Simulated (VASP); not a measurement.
# BaS (Fm-3m) in VASP: a series of runs

BaS is run at these levels: PBEsol; tasks: electric field gradients.

All numbers are computed with VASP 6.6.1; they aren't measurements. Logs are shortened: lines on timing, memory, paths and dates and some standing lists are left out, and cuts for length are marked.

### Step 1. The cell of the first run

Symmetry: Fm-3m, No. 225, cubic system. The conventional cell has a = 6.440 Å, b = 6.440 Å, c = 6.440 Å, α = 90.00°, β = 90.00°, γ = 90.00°. Within 4.2 Å of Ba (site symmetry m-3m) lie 6 S at 3.22 Å. S (site symmetry m-3m) has 6 Ba at 3.22 Å within 4.2 Å.

### Step 2. Electric field gradients, PBEsol (33.39 Å³/atom)

Input file INCAR:

```
PREC = Accurate
ENCUT = 520
EDIFF = 1E-8
ISMEAR = -1
SIGMA = 0.02
LREAL = F
LASPH = T
NELM = 80
ALGO = Normal
ISIF = 2
LWAVE = F
LCHARG = F
GGA = PS
LEFG = T
NBANDS = 15
```

Input file KPOINTS:

```
regular mesh
0
Gamma
  8 8 8
```

Input file POSCAR:

```
BaS
1.0
    0.0000000000      3.2201458251      3.2201458251
    3.2201458251      0.0000000000      3.2201458251
    3.2201458251      3.2201458251      0.0000000000
Ba S
1 1
Direct
    0.0000000000      0.0000000000      0.0000000000
    0.5000000000      0.5000000000      0.5000000000
```

Potentials or basis: VASP PAW PBE potentials, release 64 (Ba_sv, S).

On the command line:

```bash
> cat potpaw_PBE.64/Ba_sv/POTCAR potpaw_PBE.64/S/POTCAR > POTCAR
> mpirun -np 1 vasp_std > vasp.out
```

OUTCAR:

```text
PREC = Accurate
   ENCUT = 520
   EDIFF = 1E-8
   ISMEAR = -1
   LREAL = F
   LASPH = T
   NELM = 80
   ISIF = 2
   GGA = PS

 ion  position               nearest neighbor table
   1  0.000  0.000  0.000-   2 3.22   2 3.22   2 3.22   2 3.22   2 3.22   2 3.22
   2  0.500  0.500  0.500-   1 3.22   1 3.22   1 3.22   1 3.22   1 3.22   1 3.22

  LATTYP: Found a face centered cubic cell.
 ALAT       =     6.4402916502

  Lattice vectors:

 A1 = (   0.0000000000,   3.2201458251,   3.2201458251)
 A2 = (   3.2201458251,   0.0000000000,   3.2201458251)
 A3 = (   3.2201458251,   3.2201458251,   0.0000000000)

Analysis of symmetry for initial positions (statically):
=====================================================================
 Subroutine PRICEL returns:
 Original cell was already a primitive cell.

 Routine SETGRP: Setting up the symmetry group for a
 face centered cubic supercell.

 Subroutine GETGRP returns: Found 48 space group operations
 (whereof 48 operations were pure point group operations)
 out of a pool of 48 trial point group operations.

The static configuration has the point symmetry O_h .

Analysis of symmetry for dynamics (positions and initial velocities):
=====================================================================
 Subroutine PRICEL returns:
 Original cell was already a primitive cell.

 Routine SETGRP: Setting up the symmetry group for a
 face centered cubic supercell.

 Subroutine GETGRP returns: Found 48 space group operations
 (whereof 48 operations were pure point group operations)
 out of a pool of 48 trial point group operations.

The dynamic configuration has the point symmetry O_h .

 Subroutine INISYM returns: Found 48 space group operations
 (whereof 48 operations are pure point group operations),
 and found     1 'primitive' translations

----------------------------------------------------------------------------------------

                                     Primitive cell

  volume of cell :      66.7816

  direct lattice vectors                    reciprocal lattice vectors
     0.000000000  3.220145825  3.220145825    -0.155272471  0.155272471  0.155272471
     3.220145825  0.000000000  3.220145825     0.155272471 -0.155272471  0.155272471
     3.220145825  3.220145825  0.000000000     0.155272471  0.155272471 -0.155272471

  length of vectors
     4.553973899  4.553973899  4.553973899     0.268939809  0.268939809  0.268939809

  position of ions in fractional coordinates (direct lattice)
     0.000000000  0.000000000  0.000000000
     0.500000000  0.500000000  0.500000000

  ion indices of the primitive-cell ions
   primitive index   ion index
                 1           1
                 2           2

----------------------------------------------------------------------------------------

 KPOINTS: regular mesh

Automatic generation of k-mesh.
 Grid dimensions read from file:
 generate k-points for:    8    8    8

 Generating k-lattice:

  Cartesian coordinates                     Fractional coordinates (reciprocal lattice)
    -0.019409059  0.019409059  0.019409059     0.125000000  0.000000000  0.000000000
     0.019409059 -0.019409059  0.019409059     0.000000000  0.125000000  0.000000000
     0.019409059  0.019409059 -0.019409059     0.000000000  0.000000000  0.125000000

  Length of vectors
     0.033617476  0.033617476  0.033617476

  Shift w.r.t. Gamma in fractional coordinates (k-lattice)
     0.000000000  0.000000000  0.000000000

 Subroutine IBZKPT returns following result:
 ===========================================

 Found     29 irreducible k-points:

 Following reciprocal coordinates:
            Coordinates               Weight
  0.000000  0.000000  0.000000      1.000000
  0.125000  0.000000  0.000000      8.000000
  0.250000  0.000000  0.000000      8.000000
  0.375000  0.000000  0.000000      8.000000
  0.500000  0.000000  0.000000      4.000000
  0.125000  0.125000  0.000000      6.000000
[... 16 lines left out ...]
  0.500000  0.250000  0.125000     48.000000
 -0.375000  0.250000  0.125000     24.000000
 [... further k-points ...]
   k-points           NKPTS =     29   k-points in BZ     NKDIM =     29   number of bands    NBANDS=     15
   number of dos      NEDOS =    301   number of ions     NIONS =      2
   total plane-waves  NPLWV =  46656
   dimension x,y,z NGX =    36 NGY =   36 NGZ =   36
   dimension x,y,z NGXF=    72 NGYF=   72 NGZF=   72
   ions per type =               1   1
   NGX,Y,Z   is equivalent  to a cutoff of  13.14, 13.14, 13.14 a.u.
   NGXF,Y,Z  is equivalent  to a cutoff of  26.28, 26.28, 26.28 a.u.
 SYSTEM =  unknown system
   PREC   = accura    normal or accurate (medium, high low for compatibility)
   ISTART =      0    job   : 0-new  1-cont  2-samecut
   ICHARG =      2    charge: 1-file 2-atom 10-const
   ISPIN  =      1    spin polarized calculation?
   LNONCOLLINEAR =      F non collinear calculations
   LSORBIT =      F    spin-orbit coupling
   LASPH  =      T    aspherical Exc in radial PAW
   ENCUT  =  520.0 eV  38.22 Ry    6.18 a.u.   8.47  8.47  8.47*2*pi/ulx,y,z
   NELM   =     80;   NELMIN=  2; NELMDL= -5     # of ELM steps
   EDIFF  = 0.1E-07   stopping-criterion for ELM
   LREAL  =      F    real-space projection
   EDIFFG = 0.1E-06   stopping-criterion for IOM
   NSW    =      0    number of steps for IOM
   IBRION =     -1    ionic relax: 0-MD 1-quasi-New 2-CG
   NFREE  =      0    steps in history (QN), initial steepest desc. (CG)
   ISIF   =      2    stress and relaxation
   ISYM   =      2    0-nonsym 1-usesym 2-fastsym
   POTIM  = 0.5000    time-step for ionic-motion
   TEBEG  =    0.0;   TEEND  =   0.0 temperature during run
   PSTRESS=    0.0 pullay stress
   NELECT =      16.0000    total number of electrons
   NUPDOWN=      -1.0000    fix difference up-down
   EMIN   =  10.00;   EMAX   =-10.00  energy-range for DOS
   EFERMI =   0.00;   METHOD = LEGACY
   ISMEAR =    -1;   SIGMA  =   0.02  broadening in eV -4-tet -1-fermi 0-gaus
   EFERMI_NEDOS =   21; number of points for ismear=-14 and -15
   IALGO  =     38    algorithm
   IMIX   =      4    mixing-type and parameters
     AMIX     =   0.40;   BMIX     =  1.00
     AMIX_MAG =   1.60;   BMIX_MAG =  1.00
  volume/ion in A,a.u.               =      33.39       225.33
  Fermi-wavevector in a.u.,A,eV,Ry     =   1.016785  1.921446 14.066417  1.033852
  Thomas-Fermi vector in A             =   2.150149
   LORBIT       =      0    0 simple, 1 ext, 2 COOP (PROOUT), +10 PAW based schemes
   GGA     = PS    functional components
   LHFCALC =     F    Hartree Fock is set to
   AEXX    =    0.0000 exact exchange contribution
   IVDW    =     0    specifies the selected vdW correction
   LEPSILON=     F    determine dielectric tensor
   LRPA    =     F    only Hartree local field effects (RPA)
 non-spin polarized calculation
  energy-cutoff  :      520.00
  volume of cell :       66.78
 maximum number of plane-waves:      1824
 NGX is ok and might be reduce to    36
   NGX = 17   NGY = 17   NGZ = 17

 number of electron      16.0000002 magnetization

 Free energy of the ion-electron system (eV)
  ---------------------------------------------------
  ext. energy  EPLUGINS =         0.00000000
  ---------------------------------------------------
  free energy    TOTEN  =       -10.70760076 eV

  energy without entropy =      -10.70760076  energy(sigma->0) =      -10.70760076

 E-fermi :   1.6606     XC(G=0):  -8.7202

 val. band max:        1.2156329384   @ k =   0.0000   0.0000   0.0000
 cond. band min:       3.2409497126   @ k =   0.5000   0.5000   0.0000
 fundamental gap:      2.0253167742
 Fermi energy:         1.6605626941

 k-point     1 :       0.0000    0.0000    0.0000
  band No.  band energies     occupation
      1     -24.8975      2.00000
      2      -9.9418      2.00000
      3      -9.9418      2.00000
      4      -9.9418      2.00000
      5      -9.0990      2.00000
      6       1.2156      2.00000
      7       1.2156      2.00000
      8       1.2156      2.00000
      9       4.5079      0.00000
     10       4.9981      0.00000
     11       4.9981      0.00000
     12       4.9981      0.00000
     13       5.9246      0.00000
     14       5.9246      0.00000
     15       9.6882      0.00000
[... 397 lines left out ...]
 k-point    24 :      -0.3750    0.2500    0.1250
  band No.  band energies     occupation
      1     -24.8510      2.00000
      2     -10.8026      2.00000
      3     -10.1249      2.00000
      4     -10.0408      2.00000
      5      -8.2198      2.00000
      6      -0.2741      2.00000
      7       0.3622      2.00000
      8       0.4282      2.00000
      9       5.7617      0.00000
     10       5.9524      0.00000
     11       7.7281      0.00000
     12       7.8970      0.00000
     13       8.8688      0.00000
     14       9.7821      0.00000
     15      10.3703      0.00000

 [... further k-points ...]
[... 5 lines left out ...]
  --------------------------------------------------------------------------------------
  -------------------------------------------------------------------------------------
  Total       -0.6453080     -0.6453080     -0.6453080     -0.0000000     -0.0000000      0.0000000
  in kB      -15.4817838    -15.4817838    -15.4817838     -0.0000000     -0.0000000      0.0000000
  external PRESSURE =     -15.4817838 kB  Pullay stress =       0.0000000 kB

 VOLUME and BASIS-vectors are now :
 -----------------------------------------------------------------------------
  energy-cutoff  :      520.00
  volume of cell :       66.78
      direct lattice vectors                 reciprocal lattice vectors
     0.000000000  3.220145825  3.220145825    -0.155272471  0.155272471  0.155272471
     3.220145825  0.000000000  3.220145825     0.155272471 -0.155272471  0.155272471
     3.220145825  3.220145825  0.000000000     0.155272471  0.155272471 -0.155272471

 POSITION                                       TOTAL-FORCE (eV/Angst)
 -----------------------------------------------------------------------------------
      0.00000      0.00000      0.00000         0.000000     -0.000000      0.000000
      3.22015      3.22015      3.22015         0.000000      0.000000     -0.000000
 -----------------------------------------------------------------------------------
    total drift:                                0.000000      0.000000      0.000000

  FREE ENERGIE OF THE ION-ELECTRON SYSTEM (eV)
  ---------------------------------------------------
  free  energy   TOTEN  =       -10.7076007619 eV

  energy  without entropy=      -10.7076007619  energy(sigma->0) =      -10.70760076

 Electric field gradients (V/A^2)
---------------------------------------------------------------------
 ion       V_xx      V_yy      V_zz      V_xy      V_xz      V_yz
---------------------------------------------------------------------
   1       0.000    -0.000     0.000     0.000     0.000     0.000
   2      -0.000    -0.000    -0.000     0.000     0.000     0.000
---------------------------------------------------------------------

 Electric field gradients after diagonalization (V/A^2)
 (convention: |V_zz| > |V_xx| > |V_yy|)
----------------------------------------------------------------------
 ion       V_xx      V_yy      V_zz     asymmetry (V_yy - V_xx)/ V_zz
----------------------------------------------------------------------
   1      -0.000    -0.000     0.000       0.000
   2      -0.000    -0.000     0.001       0.000
----------------------------------------------------------------------

           NMR quadrupolar parameters

 Cq : quadrupolar parameter    Cq=e*Q*V_zz/h
 eta: asymmetry parameters     (V_yy - V_xx)/ V_zz
 Q  : nuclear electric quadrupole moment in mb (millibarn)
----------------------------------------------------------------------
 ion       Cq(MHz)       eta       Q (mb)
----------------------------------------------------------------------
   1       0.000       0.000       1.000
   2       0.000       0.000       1.000
----------------------------------------------------------------------
```

Run time: 52 s. Hardware: 1 thread of Intel Xeon 8259CL, shared host; peak memory 0.21 GiB.

What came out:

- Free energy: -10.7076 eV
- Pressure: -1.5 GPa
- Band gap on the k mesh: 2.03 eV (least direct gap 2.18 eV)
- Largest electric field gradient by atom: under 0.05 V/Å² on every atom

Caveat: the PAW data sets were made with another functional, which shifts forces and pressure a little; spin-orbit coupling is left out, which moves the levels of the heavy elements.

### Step 3. Electric field gradients, PBEsol (32.90 Å³/atom)

This run uses another cell than the first one, of 32.90 Å³/atom.

Input file INCAR:

```
SYSTEM = BaS
PREC     = Accurate       ! precision mode
ENCUT    = 520            ! plane-wave cutoff, eV
EDIFF    = 1E-8           ! SCF threshold, eV
ISMEAR   = -1             ! smearing method
SIGMA    = 0.02           ! smearing width, eV
LREAL    = .False.        ! projectors in reciprocal space
LASPH    = .True.         ! aspherical terms in the spheres
NELM     = 80             ! most SCF steps
ALGO     = Normal         ! electronic algorithm
ISIF     = 2              ! what is computed and relaxed
LWAVE    = .False.        ! write WAVECAR
LCHARG   = .False.        ! write CHGCAR
GGA      = PS             ! functional
LEFG     = .True.       
NBANDS   = 15             ! bands
```

Input file KPOINTS:

```
Automatic mesh
0
Gamma
  8 8 8
  0 0 0
```

Input file POSCAR:

```
BaS
1.0
    0.0000000000      3.2043605431      3.2043605431
    3.2043605431      0.0000000000      3.2043605431
    3.2043605431      3.2043605431      0.0000000000
Ba S
1 1
Direct
    0.0000000000      0.0000000000      0.0000000000
    0.5000000000      0.5000000000      0.5000000000
```

Potentials or basis: VASP PAW PBE potentials, release 64 (Ba_sv, S).

On the command line:

```bash
> cat potpaw_PBE.64/Ba_sv/POTCAR potpaw_PBE.64/S/POTCAR > POTCAR
> mpirun -np 1 vasp_std > vasp.out
```

OUTCAR:

```text
SYSTEM = BaS
   PREC = Accurate
   ENCUT = 520
   EDIFF = 1E-8
   ISMEAR = -1
   LREAL = .False.
   LASPH = .True.
   NELM = 80
   ISIF = 2
   GGA = PS

 ion  position               nearest neighbor table
   1  0.000  0.000  0.000-   2 3.20   2 3.20   2 3.20   2 3.20   2 3.20   2 3.20
   2  0.500  0.500  0.500-   1 3.20   1 3.20   1 3.20   1 3.20   1 3.20   1 3.20

  LATTYP: Found a face centered cubic cell.
 ALAT       =     6.4087210862

  Lattice vectors:

 A1 = (   0.0000000000,   3.2043605431,   3.2043605431)
 A2 = (   3.2043605431,   0.0000000000,   3.2043605431)
 A3 = (   3.2043605431,   3.2043605431,   0.0000000000)

Analysis of symmetry for initial positions (statically):
=====================================================================
 Subroutine PRICEL returns:
 Original cell was already a primitive cell.

 Routine SETGRP: Setting up the symmetry group for a
 face centered cubic supercell.

[... 621 lines left out ...]
      direct lattice vectors                 reciprocal lattice vectors
     0.000000000  3.204360543  3.204360543    -0.156037373  0.156037373  0.156037373
     3.204360543  0.000000000  3.204360543     0.156037373 -0.156037373  0.156037373
     3.204360543  3.204360543  0.000000000     0.156037373  0.156037373 -0.156037373

 POSITION                                       TOTAL-FORCE (eV/Angst)
 -----------------------------------------------------------------------------------
      0.00000      0.00000      0.00000         0.000000     -0.000000      0.000000
      3.20436      3.20436      3.20436        -0.000000      0.000000     -0.000000
 -----------------------------------------------------------------------------------
    total drift:                                0.000000      0.000000      0.000000

  FREE ENERGIE OF THE ION-ELECTRON SYSTEM (eV)
  ---------------------------------------------------
  free  energy   TOTEN  =       -10.7151449591 eV

  energy  without entropy=      -10.7151449590  energy(sigma->0) =      -10.71514496

 Electric field gradients (V/A^2)
---------------------------------------------------------------------
 ion       V_xx      V_yy      V_zz      V_xy      V_xz      V_yz
---------------------------------------------------------------------
   1      -0.000     0.000     0.000     0.000     0.000     0.000
   2       0.000     0.000     0.000     0.000     0.000     0.000
---------------------------------------------------------------------

 Electric field gradients after diagonalization (V/A^2)
 (convention: |V_zz| > |V_xx| > |V_yy|)
----------------------------------------------------------------------
 ion       V_xx      V_yy      V_zz     asymmetry (V_yy - V_xx)/ V_zz
----------------------------------------------------------------------
   1      -0.000    -0.000     0.000       0.000
   2      -0.000    -0.000     0.001       0.000
----------------------------------------------------------------------

           NMR quadrupolar parameters

 Cq : quadrupolar parameter    Cq=e*Q*V_zz/h
 eta: asymmetry parameters     (V_yy - V_xx)/ V_zz
 Q  : nuclear electric quadrupole moment in mb (millibarn)
----------------------------------------------------------------------
 ion       Cq(MHz)       eta       Q (mb)
----------------------------------------------------------------------
   1       0.000       0.000       1.000
   2       0.000       0.000       1.000
----------------------------------------------------------------------
```

OSZICAR:

```text
N       E                     dE             d eps       ncg     rms          rms(c)
DAV:   1     0.797657591179E+02    0.79766E+02   -0.66993E+03   870   0.916E+02
DAV:   2    -0.641175118547E+01   -0.86178E+02   -0.78758E+02  1248   0.165E+02
DAV:   3    -0.110687809721E+02   -0.46570E+01   -0.46259E+01  1189   0.403E+01
DAV:   4    -0.111493331801E+02   -0.80552E-01   -0.80535E-01  1117   0.559E+00
DAV:   5    -0.111512265587E+02   -0.18934E-02   -0.18934E-02  1241   0.693E-01    0.453E+00
DAV:   6    -0.107173136776E+02    0.43391E+00   -0.57245E-01  1010   0.459E+00    0.310E+00
DAV:   7    -0.107097016614E+02    0.76120E-02   -0.13760E-01  1060   0.207E+00    0.173E+00
DAV:   8    -0.107154132428E+02   -0.57116E-02   -0.20431E-02   940   0.918E-01    0.247E-01
DAV:   9    -0.107146797382E+02    0.73350E-03   -0.27697E-03  1164   0.323E-01    0.120E-01
DAV:  10    -0.107151316241E+02   -0.45189E-03   -0.53575E-04   933   0.153E-01    0.261E-02
DAV:  11    -0.107151439519E+02   -0.12328E-04   -0.39794E-05  1116   0.385E-02    0.847E-03
DAV:  12    -0.107151449610E+02   -0.10091E-05   -0.31039E-06   982   0.111E-02    0.576E-03
DAV:  13    -0.107151449006E+02    0.60395E-07   -0.24609E-07  1150   0.315E-03    0.995E-04
DAV:  14    -0.107151449357E+02   -0.35144E-07   -0.46671E-09   788   0.443E-04    0.567E-04
DAV:  15    -0.107151449599E+02   -0.24192E-07   -0.15910E-09   645   0.294E-04    0.709E-05
DAV:  16    -0.107151449591E+02    0.87130E-09   -0.34843E-10   519   0.116E-04
   1 F= -.10715145E+02 E0= -.10715145E+02  d E =-.382800E-10
```

stdout:

```text
POSCAR found type information on POSCAR BaS
 POSCAR found :  2 types and       2 ions
 scaLAPACK will be used
 -----------------------------------------------------------------------------
|                                                                             |
|                                                                             |
|     You enforced a specific xc type in the INCAR file but a different       |
|     I HOPE YOU KNOW WHAT YOU ARE DOING!                                     |
|                                                                             |
 -----------------------------------------------------------------------------

 LDA part: xc-table for (Slater+PW92), standard interpolation
 POSCAR, INCAR and KPOINTS ok, starting setup
 FFT: planning ... GRIDC
 FFT: planning ... GRID_SOFT
 FFT: planning ... GRID
 WAVECAR not read
 entering main loop
ion   1

ion   2
```

It took 56 s on 1 thread of Intel Xeon 8259CL, shared host; peak memory 0.21 GiB.

Results:

```yaml
Free_energy: -10.7151 eV
Pressure: -1.0 GPa
Band_gap_on_the_k_mesh: 2.00 eV (least direct gap 2.15 eV)
Largest_electric_field_gradient_by_atom: under 0.05 V/Å² on every atom
```

Caveat: the PAW data sets were made with another functional, which shifts forces and pressure a little; spin-orbit coupling is left out, which moves the levels of the heavy elements. A k mesh can miss the band edges.
